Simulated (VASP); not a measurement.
# BaZrO3 (Pm-3m) in VASP: further runs

The runs below take BaZrO3 through vibrations by perturbation theory, with LDA.

Program: VASP 6.6.1. These are calculated values, not measurements. Logs are shortened: lines on timing, memory, paths and dates and some standing lists are left out, and cuts for length are marked.

## (1) The cell of the first run

The structure is cubic, space group Pm-3m (No. 221). Conventional cell: a = 4.118 Å, b = 4.118 Å, c = 4.118 Å, α = 90.00°, β = 90.00°, γ = 90.00°. Ba (site symmetry m-3m) has 12 O at 2.91 Å and 8 Zr at 3.57 Å within 3.8 Å. Zr (site symmetry m-3m) has 6 O at 2.06 Å within 2.7 Å. O (site symmetry 4/mmm) has 2 Zr at 2.06 Å within 2.7 Å.

## (2) Vibrations by perturbation theory, LDA

Contents of INCAR:

```
ALGO = Normal ; EDIFF = 1E-8
ENCUT = 520 ; IBRION = 8
ISIF = 2 ; ISMEAR = 0
LASPH = True ; LCHARG = False
LREAL = False ; LWAVE = False
NELM = 100 ; NSW = 1
PREC = Accurate ; SIGMA = 0.01
```

Contents of KPOINTS:

```
k-points
0
Gamma
  4 4 4
```

Contents of POSCAR:

```
BaZrO3
1.0
    4.1176254978      0.0000000000      0.0000000000
    0.0000000000      4.1176254978      0.0000000000
    0.0000000000      0.0000000000      4.1176254978
Ba Zr O
1 1 3
Direct
    0.0000000000      0.0000000000      0.0000000000
    0.5000000000      0.5000000000      0.5000000000
    0.0000000000      0.5000000000      0.5000000000
    0.5000000000      0.0000000000      0.5000000000
    0.5000000000      0.5000000000      0.0000000000
```

Potentials or basis: VASP PAW LDA potentials, release 64 (Ba_sv, Zr_sv, O).

On the command line:

```sh
$ cat potpaw_LDA.64/Ba_sv/POTCAR potpaw_LDA.64/Zr_sv/POTCAR potpaw_LDA.64/O/POTCAR > POTCAR
$ mpirun -np 1 vasp_std > vasp.out
```

OUTCAR:

```text
EDIFF = 1E-8
   ENCUT = 520
   IBRION = 8
   ISIF = 2
   ISMEAR = 0
   LASPH = True
   LREAL = False
   NELM = 100
   NSW = 1
   PREC = Accurate

 ion  position               nearest neighbor table
   1  0.000  0.000  0.000-   3 2.91   4 2.91   5 2.91   3 2.91   4 2.91   3 2.91   5 2.91   3 2.91
                             4 2.91   5 2.91   4 2.91   5 2.91   2 3.57   2 3.57   2 3.57   2 3.57
   2  0.500  0.500  0.500-   3 2.06   4 2.06   5 2.06   5 2.06   4 2.06   3 2.06   1 3.57   1 3.57
                             1 3.57   1 3.57   1 3.57   1 3.57   1 3.57   1 3.57
   3  0.000  0.500  0.500-   2 2.06   2 2.06   1 2.91   1 2.91   1 2.91   1 2.91
   4  0.500  0.000  0.500-   2 2.06   2 2.06   1 2.91   1 2.91   1 2.91   1 2.91
   5  0.500  0.500  0.000-   2 2.06   2 2.06   1 2.91   1 2.91   1 2.91   1 2.91

  LATTYP: Found a simple cubic cell.
 ALAT       =     4.1176254978

  Lattice vectors:

 A1 = (   4.1176254978,   0.0000000000,   0.0000000000)
 A2 = (   0.0000000000,   4.1176254978,   0.0000000000)
 A3 = (   0.0000000000,   0.0000000000,   4.1176254978)

Analysis of symmetry for initial positions (statically):
=====================================================================
 Subroutine PRICEL returns:
 Original cell was already a primitive cell.

 Routine SETGRP: Setting up the symmetry group for a
 simple cubic supercell.

 Subroutine GETGRP returns: Found 48 space group operations
 (whereof 48 operations were pure point group operations)
 out of a pool of 48 trial point group operations.

The static configuration has the point symmetry O_h .

Analysis of symmetry for dynamics (positions and initial velocities):
=====================================================================
 Subroutine PRICEL returns:
 Original cell was already a primitive cell.

 Routine SETGRP: Setting up the symmetry group for a
 simple cubic supercell.

 Subroutine GETGRP returns: Found 48 space group operations
 (whereof 48 operations were pure point group operations)
 out of a pool of 48 trial point group operations.

The dynamic configuration has the point symmetry O_h .

 Subroutine INISYM returns: Found 48 space group operations
 (whereof 48 operations are pure point group operations),
 and found     1 'primitive' translations

----------------------------------------------------------------------------------------

                                     Primitive cell

  volume of cell :      69.8137

  direct lattice vectors                    reciprocal lattice vectors
     4.117625498  0.000000000  0.000000000     0.242858415  0.000000000  0.000000000
     0.000000000  4.117625498  0.000000000     0.000000000  0.242858415  0.000000000
     0.000000000  0.000000000  4.117625498     0.000000000  0.000000000  0.242858415
[... 404 lines left out ...]

  FORCE on cell =-STRESS in cart. coord.  units (eV):
  Direction    XX          YY          ZZ          XY          YZ          ZX
  --------------------------------------------------------------------------------------
  -------------------------------------------------------------------------------------
  Total        2.4689543      2.4689543      2.4689543      0.0000000      0.0000000     -0.0000000
  in kB       56.6608517     56.6608517     56.6608517      0.0000000      0.0000000     -0.0000000
  external PRESSURE =      56.6608517 kB  Pullay stress =       0.0000000 kB

 VOLUME and BASIS-vectors are now :
 -----------------------------------------------------------------------------
  energy-cutoff  :      520.00
  volume of cell :       69.81
      direct lattice vectors                 reciprocal lattice vectors
     4.117625498  0.000000000  0.000000000     0.242858415  0.000000000  0.000000000
     0.000000000  4.117625498  0.000000000     0.000000000  0.242858415  0.000000000
     0.000000000  0.000000000  4.117625498     0.000000000  0.000000000  0.242858415

 POSITION                                       TOTAL-FORCE (eV/Angst)
 -----------------------------------------------------------------------------------
      0.00000      0.00000      0.00000         0.000000      0.000000      0.000000
      2.05881      2.05881      2.05881         0.000000      0.000000      0.000000
      0.00000      2.05881      2.05881         0.000000      0.000000      0.000000
      2.05881      0.00000      2.05881         0.000000      0.000000      0.000000
      2.05881      2.05881      0.00000         0.000000      0.000000      0.000000
 -----------------------------------------------------------------------------------
    total drift:                                0.000000     -0.000000     -0.000000

  FREE ENERGIE OF THE ION-ELECTRON SYSTEM (eV)
  ---------------------------------------------------
  free  energy   TOTEN  =       -45.6915377940 eV

  energy  without entropy=      -45.6915377940  energy(sigma->0) =      -45.69153779

[... ionic steps 2 to 9 ...]

--------------------------------------- Ionic step       10  -------------------------------------------

------------------------ aborting loop because EDIFF is reached ----------------------------------------

--------------------------------------- Ionic step       11  -------------------------------------------

 Free energy of the ion-electron system (eV)
  ---------------------------------------------------
  ---------------------------------------------------
  free energy    TOTEN  =        -0.36307062 eV

  energy without entropy =       -0.36307062

------------------------ aborting loop because EDIFF is reached ----------------------------------------

 INTERNAL STRAIN TENSOR  FOR ION    3  DIRECTION 2   (eV/Angst):
 -----------------------------------------------------------------------------
    -0.04856  0.00000  0.00000
     0.00000  0.04548  0.00000
     0.00000  0.00000  0.00108

 INTERNAL STRAIN TENSOR FOR ION    5 for displacements in x,y,z  (eV/Angst):
          X           Y           Z          XY          YZ          ZX
  --------------------------------------------------------------------------------
  x     0.00000     0.00000     0.00000     0.00000     0.00000     0.00000
  y     0.00000     0.00000     0.00000     0.00000     0.00000     0.00000
  z     0.00000     0.00000     0.00000     0.00000     0.00000     0.00000

 SECOND DERIVATIVES (NOT SYMMETRIZED)
 ------------------------------------
               1X          1Y          1Z          2X          2Y          2Z          3X          3Y          3Z          4X          4Y          4Z          5X          5Y          5Z
  1X    -4.550503   -0.000000   -0.000000    3.936124    0.000000    0.000000    1.197136    0.000000    0.000000   -0.291378    0.000000   -0.000000   -0.291378   -0.000000    0.000000
  1Y     0.000000   -4.550503   -0.000000    0.000000    3.936124    0.000000    0.000000   -0.291378   -0.000000    0.000000    1.197136    0.000000   -0.000000   -0.291378   -0.000000
  1Z    -0.000000   -0.000000   -4.550503    0.000000    0.000000    3.936124   -0.000000   -0.000000   -0.291378   -0.000000   -0.000000   -0.291378   -0.000000    0.000000    1.197136
  2X     3.932714    0.000000    0.000000  -10.726370    0.000000   -0.000000    8.136765    0.000000    0.000000   -0.671555    0.000000   -0.000000   -0.671555    0.000000    0.000000
  2Y     0.000000    3.932714    0.000000   -0.000000  -10.726370   -0.000000    0.000000   -0.671555   -0.000000    0.000000    8.136765   -0.000000    0.000000   -0.671555    0.000000
  2Z     0.000000    0.000000    3.932714    0.000000    0.000000  -10.726370   -0.000000   -0.000000   -0.671555   -0.000000   -0.000000   -0.671555    0.000000    0.000000    8.136765
  3X     1.206973   -0.000000    0.000000    8.148494   -0.000000    0.000000  -16.458156    0.000000    0.000000    3.551344   -0.000000    0.000000    3.551344   -0.000000    0.000000
  3Y     0.000000   -0.288787    0.000000    0.000000   -0.669444    0.000000    0.000000   -2.031690    0.000000    0.000000    3.540694    0.000000    0.000000   -0.550772    0.000000
  3Z     0.000000    0.000000   -0.288787    0.000000    0.000000   -0.669444    0.000000    0.000000   -2.031690    0.000000    0.000000   -0.550772    0.000000    0.000000    3.540694
  4X    -0.288787    0.000000    0.000000   -0.669444    0.000000    0.000000    3.540694    0.000000    0.000000   -2.031690    0.000000    0.000000   -0.550772    0.000000    0.000000
  4Y     0.000000    1.206973   -0.000000    0.000000    8.148494   -0.000000    0.000000    3.551344   -0.000000    0.000000  -16.458156    0.000000   -0.000000    3.551344   -0.000000
  4Z     0.000000    0.000000   -0.288787    0.000000    0.000000   -0.669444    0.000000    0.000000   -0.550772    0.000000    0.000000   -2.031690    0.000000    0.000000    3.540694
  5X    -0.288787    0.000000    0.000000   -0.669444    0.000000    0.000000    3.540694    0.000000    0.000000   -0.550772    0.000000    0.000000   -2.031690    0.000000    0.000000
  5Y     0.000000   -0.288787    0.000000    0.000000   -0.669444    0.000000    0.000000   -0.550772    0.000000    0.000000    3.540694    0.000000    0.000000   -2.031690    0.000000
  5Z    -0.000000    0.000000    1.206973    0.000000    0.000000    8.148494   -0.000000   -0.000000    3.551344   -0.000000   -0.000000    3.551344    0.000000    0.000000  -16.458156

 Eigenvectors and eigenvalues of the dynamical matrix
 ----------------------------------------------------

   1 f  =   16.927645 THz   106.359527 2PiTHz  564.645443 cm-1    70.007081 meV
             X         Y         Z           dx          dy          dz
      0.000000  0.000000  0.000000    -0.001950   -0.017178    0.000000
      2.058813  2.058813  2.058813    -0.022031   -0.194072   -0.000000
      0.000000  2.058813  2.058813     0.105489   -0.207169   -0.000000
      2.058813  0.000000  2.058813    -0.023518    0.929236   -0.000000
      2.058813  2.058813  0.000000    -0.023518   -0.207169   -0.000000
[... 105 lines left out ...]
  15 f/i=    0.005737 THz     0.036046 2PiTHz    0.191364 cm-1     0.023726 meV
             X         Y         Z           dx          dy          dz
      0.000000  0.000000  0.000000     0.102905   -0.697680    0.000241
      2.058813  2.058813  2.058813     0.083790   -0.568084    0.000196
      0.000000  2.058813  2.058813     0.035024   -0.237535    0.000082
      2.058813  0.000000  2.058813     0.035035   -0.237457    0.000082
      2.058813  2.058813  0.000000     0.035035   -0.237535    0.000082

--------------------------------------------------------------------------------------------------------

 ELASTIC MODULI CONTR FROM IONIC RELAXATION (kBar)
 Direction    XX          YY          ZZ          XY          YZ          ZX
 --------------------------------------------------------------------------------
 XX           0.0000      0.0000      0.0000      0.0000      0.0000      0.0000
 YY           0.0000      0.0000      0.0000      0.0000      0.0000      0.0000
 ZZ           0.0000      0.0000      0.0000      0.0000      0.0000      0.0000
 XY           0.0000      0.0000      0.0000      0.0000      0.0000      0.0000
 YZ           0.0000      0.0000      0.0000      0.0000      0.0000      0.0000
 ZX           0.0000      0.0000      0.0000      0.0000      0.0000      0.0000
 --------------------------------------------------------------------------------
```

It took 4.5 min on 1 thread of Intel Xeon 6975P-C (Granite Rapids), shared host; peak memory 0.27 GiB.

Results:

| Quantity | Value |
| --- | --- |
| Highest phonon frequency at Γ, LO-TO splitting left out | 565 cm⁻¹ |

Phonon frequencies in cm⁻¹ (negative: imaginary):
```csv
q point,frequencies
"(0.000, 0.000, 0.000)",0 0 0 113 113 113 159 159 159 182 182 182 565 565 565
```

Caveat: the k points lie up to 0.38 Å⁻¹ apart; the cell stands under pressure or tension, which shifts response properties; spin-orbit coupling is left out, which moves the levels of the heavy elements.

## (3) Vibrations by perturbation theory, LDA

This run uses another cell than the first one, of 14.11 Å³/atom.

Contents of INCAR:

```
SYSTEM = BaZrO3
PREC = Accurate
ENCUT = 520
EDIFF = 1E-8
ISMEAR = 0
SIGMA = 0.01
LREAL = .FALSE.
LASPH = .TRUE.
NELM = 60
ALGO = Normal
ISIF = 2
LWAVE = .FALSE.
LCHARG = .TRUE.
GGA = CA
IBRION = 8
NSW = 1
```

Contents of KPOINTS:

```
Automatic mesh
0
G
  4 4 4
  0 0 0
```

POSCAR: that of step 2 with these lines changed.

```diff
@@ -2,5 +2,5 @@
 1.0
-    4.1176254978      0.0000000000      0.0000000000
-    0.0000000000      4.1176254978      0.0000000000
-    0.0000000000      0.0000000000      4.1176254978
+    4.1322606106      0.0000000000      0.0000000000
+    0.0000000000      4.1322606106      0.0000000000
+    0.0000000000      0.0000000000      4.1322606106
 Ba Zr O
```

Potentials or basis: VASP PAW LDA potentials, release 64 (Ba_sv, Zr_sv, O).

On the command line:

```sh
$ cat potpaw_LDA.64/Ba_sv/POTCAR potpaw_LDA.64/Zr_sv/POTCAR potpaw_LDA.64/O/POTCAR > POTCAR
$ mpirun -np 1 vasp_std > vasp.out
```

OUTCAR:

```text
SYSTEM = BaZrO3
   PREC = Accurate
   ENCUT = 520
   EDIFF = 1E-8
   ISMEAR = 0
   LREAL = .FALSE.
   LASPH = .TRUE.
   NELM = 60
   ISIF = 2
   GGA = CA
   IBRION = 8
   NSW = 1

 ion  position               nearest neighbor table
   1  0.000  0.000  0.000-   3 2.92   4 2.92   5 2.92   3 2.92   4 2.92   3 2.92   5 2.92   3 2.92
                             4 2.92   5 2.92   4 2.92   5 2.92   2 3.58   2 3.58   2 3.58   2 3.58
   2  0.500  0.500  0.500-   3 2.07   4 2.07   5 2.07   5 2.07   4 2.07   3 2.07   1 3.58   1 3.58
                             1 3.58   1 3.58   1 3.58   1 3.58   1 3.58   1 3.58
   3  0.000  0.500  0.500-   2 2.07   2 2.07   1 2.92   1 2.92   1 2.92   1 2.92
[... 543 lines left out ...]

   1 f  =   16.476188 THz   103.522943 2PiTHz  549.586477 cm-1    68.140008 meV
             X         Y         Z           dx          dy          dz
      0.000000  0.000000  0.000000     0.000000   -0.000000   -0.019519
      2.066130  2.066130  2.066130    -0.000000   -0.000000   -0.182703
      0.000000  2.066130  2.066130     0.000000   -0.000000   -0.219207
      2.066130  0.000000  2.066130     0.000000    0.000000   -0.219207
      2.066130  2.066130  0.000000     0.000000   -0.000000    0.932811
[... 105 lines left out ...]
  15 f/i=    0.016898 THz     0.106173 2PiTHz    0.563658 cm-1     0.069885 meV
             X         Y         Z           dx          dy          dz
      0.000000  0.000000  0.000000     0.002219    0.010794   -0.703284
      2.066130  2.066130  2.066130     0.001809    0.008800   -0.573403
      0.000000  2.066130  2.066130     0.000761    0.003730   -0.243054
      2.066130  0.000000  2.066130     0.000767    0.003703   -0.243054
      2.066130  2.066130  0.000000     0.000767    0.003730   -0.241258

--------------------------------------------------------------------------------------------------------

 ELASTIC MODULI CONTR FROM IONIC RELAXATION (kBar)
 Direction    XX          YY          ZZ          XY          YZ          ZX
 --------------------------------------------------------------------------------
 XX           0.0000      0.0000      0.0000      0.0000      0.0000      0.0000
 YY           0.0000      0.0000      0.0000      0.0000      0.0000      0.0000
 ZZ           0.0000      0.0000      0.0000      0.0000      0.0000      0.0000
 XY           0.0000      0.0000      0.0000      0.0000      0.0000      0.0000
 YZ           0.0000      0.0000      0.0000      0.0000      0.0000      0.0000
 ZX           0.0000      0.0000      0.0000      0.0000      0.0000      0.0000
 --------------------------------------------------------------------------------
```

OSZICAR:

```text
N       E                     dE             d eps       ncg     rms          rms(c)
DAV:   1     0.331502464387E+03    0.33150E+03   -0.22686E+04   480   0.165E+03
DAV:   2    -0.332750015840E+02   -0.36478E+03   -0.35725E+03   632   0.400E+02
DAV:   3    -0.526495389061E+02   -0.19375E+02   -0.19359E+02   816   0.907E+01
DAV:   4    -0.530059651301E+02   -0.35643E+00   -0.35637E+00   640   0.106E+01
[... 110 lines left out ...]
RMM:  19    -0.362982243996E+00   -0.33658E-08   -0.25475E-07  2592   0.153E-04    0.503E-06
RMM:  20    -0.362982272172E+00   -0.28177E-07   -0.30575E-08  2714   0.150E-04    0.352E-06
RMM:  21    -0.362982258554E+00    0.13618E-07   -0.14905E-07  2569   0.142E-04    0.262E-06
RMM:  22    -0.362982258018E+00    0.53600E-09    0.11931E-07  2187   0.137E-04    0.318E-06
RMM:  23    -0.362982257519E+00    0.49933E-09   -0.69603E-08  2069   0.135E-04    0.413E-06
 Linear response finished
```

stdout:

```text
POSCAR found type information on POSCAR BaZrO
 POSCAR found :  3 types and       5 ions
 scaLAPACK will be used
 LDA part: xc-table for (Slater(with rela. corr.)+CA(PZ))
 , standard interpolation
 POSCAR, INCAR and KPOINTS ok, starting setup
 FFT: planning ... GRIDC
 FFT: planning ... GRID_SOFT
 FFT: planning ... GRID
 WAVECAR not read
 entering main loop
 Linear response reoptimize wavefunctions to high precision
 Linear response DOF=           4
 Linear response progress:
 first order change of Fermi-energy   0.52879E-04
 force on displaced ion       1 direction 1 :  -4.305  -0.000   0.000
 Linear response progress:
 first order change of Fermi-energy   0.20218E-03
 force on displaced ion       2 direction 1 : -10.183   0.000  -0.000
 Linear response progress:
 first order change of Fermi-energy  -0.22098E-03
 force on displaced ion       3 direction 1 : -15.516  -0.000   0.000
 Linear response progress:
 first order change of Fermi-energy  -0.72486E-04
 force on displaced ion       3 direction 2 :   0.000  -2.100   0.000
 Linear response finished
```

Run time: 4.4 min. Hardware: 1 thread of Intel Xeon 6975P-C (Granite Rapids), shared host; peak memory 0.27 GiB.

What came out:

* Highest phonon frequency at Γ, LO-TO splitting left out: 550 cm⁻¹

Phonon frequencies in cm⁻¹ (negative: imaginary):
| q point | frequencies |
| --- | --- |
| (0.000, 0.000, 0.000) | -1 -1 -1 109 109 109 162 162 162 184 184 184 550 550 550 |

Caveat: the k points lie up to 0.38 Å⁻¹ apart; the cell stands under pressure or tension, which shifts response properties; spin-orbit coupling is left out, which moves the levels of the heavy elements.

(Continued in part 2 of 2.)
